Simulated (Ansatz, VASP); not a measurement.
# TiN in VASP and in Ansatz

```
Ti N
1.0
     0.00000    1.97159    1.97159
     1.97159    0.00000    1.97159
     1.97159    1.97159    0.00000
Ti N
1 1
Cartesian
  0.0000 0.0000 0.0000
  1.9716 1.9716 1.9716
```

Change from the starting cell: volume scaled by 0.8, LAPW.

Alike in both runs: task single point; functional PBE; k mesh 15 × 15 × 15; occupations fermi-dirac, width 0.1 eV; no spin polarisation.

|  | VASP | Ansatz |
| --- | --- | --- |
| version | VASP 6.6.1 | Ansatz 0.2.0 |
| potentials or method | VASP PAW PBE potentials, release 64 (Ti_sv, N), cutoff 520 eV | all-electron LAPW, scalar-relativistic |

```tsv
	VASP	Ansatz	Ansatz less VASP
pressure (GPa)	99.2	98.7	-0.47
```

Both programs put the cell under a high pressure, so it lies far from rest at this level. Ansatz ran all-electron here, and VASP with PAW potentials.

Noted on VASP's run: the cell as given lies far from equilibrium.
